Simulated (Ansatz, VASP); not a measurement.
Al2H3 in VASP and in Ansatz

```xyz
5
Lattice="3.2178 0.0000 0.0000 -1.6089 2.7867 0.0000 0.0000 0.0000 4.9377" Properties=species:S:1:pos:R:3 pbc="T T T"
Al    0.0000    1.8578    1.1337
Al    1.6089    0.9289    3.8041
H     0.0000    0.0000    0.0000
H     0.0000    1.8578    3.1361
H     1.6089    0.9289    1.8016
```

Change from the starting cell: species swapped into the Ga3Ni2 type (P-3m1, No. 164).

Alike in both runs: functional PBE; k mesh 12 × 12 × 8; occupations gaussian, width 0.1 eV; no spin polarisation.

Ansatz relaxed the structure, and its values are those at the end. VASP's run is a single point on that final structure, the one shown.

|  | VASP | Ansatz |
| --- | --- | --- |
| version | VASP 6.6.1 | Ansatz 0.2.0 |
| potentials or method | VASP PAW PBE potentials, release 64 (Al, H), cutoff 520 eV | scalar-relativistic, plane waves, PAW |
| valence electrons in the cell | 9 | 9 |

```tsv
	VASP	Ansatz	Ansatz less VASP
gap on the k mesh at the Fermi level (eV)	none	none	-
pressure (GPa)	-0.1	0.0	+0.13
```

A gap of «none» marks a metal or a gap that the smearing closes. The functional is the same, so the differences come from potentials, cutoffs and numerics.
